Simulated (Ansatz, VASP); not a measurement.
**Au: VASP beside Ansatz**

File INCAR:

```
SYSTEM = Au
ALGO = Normal
EDIFF = 1E-6
EDIFFG = -0.005
ENCUT = 600
GGA = PS
IBRION = 2
ISIF = 3
ISMEAR = 0
LASPH = .TRUE.
LCHARG = .FALSE.
LREAL = .FALSE.
LWAVE = .FALSE.
NELM = 100
NSW = 100
PREC = Accurate
SIGMA = 0.1
```

Contents of KPOINTS:

```
k-points
0
G
  16 16 10
  0 0 0
```

File POSCAR:

```
Au
1.0
    1.4113099650     -2.5559330250      0.0000000000
    1.4113099650      2.5559330250      0.0000000000
    0.0000000000      0.0000000000      4.8931696100
Au
2
Direct
    0.6653279700      0.3346720300      0.2500000000
    0.3346720300      0.6653279700      0.7500000000
```

Input for Ansatz:

```yaml
crystal:
  lattice:
    - [1.411309965, -2.555933025, 0.0]
    - [1.411309965, 2.555933025, 0.0]
    - [0.0, 0.0, 4.89316961]
  atoms:
    - { symbol: Au, position: [0.66532797, 0.33467203, 0.25] }
    - { symbol: Au, position: [0.33467203, 0.66532797, 0.75] }
basis:
  ecutwfc: 420
kpoints:
  mp_grid: { grid: [16, 16, 10] }
hamiltonian:
  xc: pbesol
scf:
  occupations: { method: gaussian, width: 0.1 }
output:
  forces: true
  stress: true
  eigenvalues: true
relax:
  adjacent_minimum: "off"
  f_tol: 0.005
  max_steps: 80
  cell: { stress_tol: 0.05 }
```

Alike in both runs: task relaxation of cell and atoms; functional PBEsol; k mesh 16 × 16 × 10; occupations gaussian, width 0.1 eV; no spin polarisation.

```csv
,VASP,Ansatz
version,VASP 6.6.1,Ansatz 0.2.0
potentials or method,"VASP PAW PBE potentials, release 64 (Au), cutoff 600 eV","scalar-relativistic, plane waves, PAW"
valence electrons in the cell,22,38
```

|  | VASP | Ansatz | Ansatz less VASP |
| --- | --- | --- | --- |
| gap on the k mesh at the Fermi level, each at its own relaxed structure (eV) | none | none | - |
| relaxed volume (Å³/atom) | 17.02 | 17.04 | +0.014 |
| relaxed cell length with the largest relative difference (Å) | 4.799 | 4.801 | +0.0014 |

VASP's potentials were made for PBE, not for PBEsol. A gap of «none» marks a metal or a gap that the smearing closes. VASP's potentials hold 22 valence electrons a cell and Ansatz's 38, so a difference there can come from the potentials and not from the codes.

Spin-orbit coupling is off throughout.
